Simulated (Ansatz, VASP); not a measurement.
Two plane-wave programs on TaIn2

The input INCAR:

```
ALGO = Fast
EDIFF = 1E-6
EDIFFG = -0.01
ENCUT = 600
GGA = PE
IBRION = 2
ISIF = 3
ISMEAR = 0
LASPH = True
LCHARG = False
LREAL = False
LWAVE = False
NELM = 100
NSW = 100
PREC = Accurate
SIGMA = 0.1
```

Contents of KPOINTS:

```
k-points
0
Gamma
  12 12 12
```

Contents of POSCAR:

```
TaIn2
1.0
    0.0000000000      3.3665122811      3.3665122811
    3.3665122811      0.0000000000      3.3665122811
    3.3665122811      3.3665122811      0.0000000000
Ta In
1 2
Direct
    0.0000000000      0.0000000000      0.0000000000
    0.2500000000      0.2500000000      0.2500000000
    0.7500000000      0.7500000000      0.7500000000
```

Input for Ansatz:

```yaml
crystal:
  lattice:
    - [0.0, 3.3665122811, 3.3665122811]
    - [3.3665122811, 0.0, 3.3665122811]
    - [3.3665122811, 3.3665122811, 0.0]
  atoms:
    - { symbol: Ta, position: [0.0, 0.0, 0.0] }
    - { symbol: In, position: [0.25, 0.25, 0.25] }
    - { symbol: In, position: [0.75, 0.75, 0.75] }
basis:
  ecutwfc: 420
kpoints:
  mp_grid: { grid: [12, 12, 12] }
hamiltonian:
  xc: pbe
scf:
  occupations: { method: gaussian, width: 0.1 }
output:
  forces: true
  stress: true
  eigenvalues: true
relax:
  adjacent_minimum: "off"
  f_tol: 0.01
  max_steps: 80
  cell: { stress_tol: 0.05 }
```

Alike in both runs: task relaxation of cell and atoms; functional PBE; k mesh 12 × 12 × 12; occupations gaussian, width 0.1 eV; no spin polarisation.

|  | VASP | Ansatz |
| --- | --- | --- |
| version | VASP 6.6.1 | Ansatz 0.2.0 |
| potentials or method | VASP PAW PBE potentials, release 64 (Ta_pv, In_d), cutoff 600 eV | scalar-relativistic, plane waves, PAW |
| valence electrons in the cell | 37 | 39 |

|  | VASP | Ansatz | Ansatz less VASP |
| --- | --- | --- | --- |
| gap on the k mesh at the Fermi level, each at its own relaxed structure (eV) | none | none | - |
| relaxed volume (Å³/atom) | 25.49 | 25.46 | -0.023 |
| relaxed cell length with the largest relative difference (Å) | 4.764 | 4.763 | -0.0014 |

A gap of «none» marks a metal or a gap that the smearing closes. VASP's potentials hold 37 valence electrons a cell and Ansatz's 39, so a difference there can come from the potentials and not from the codes.

Spin-orbit coupling is off throughout.
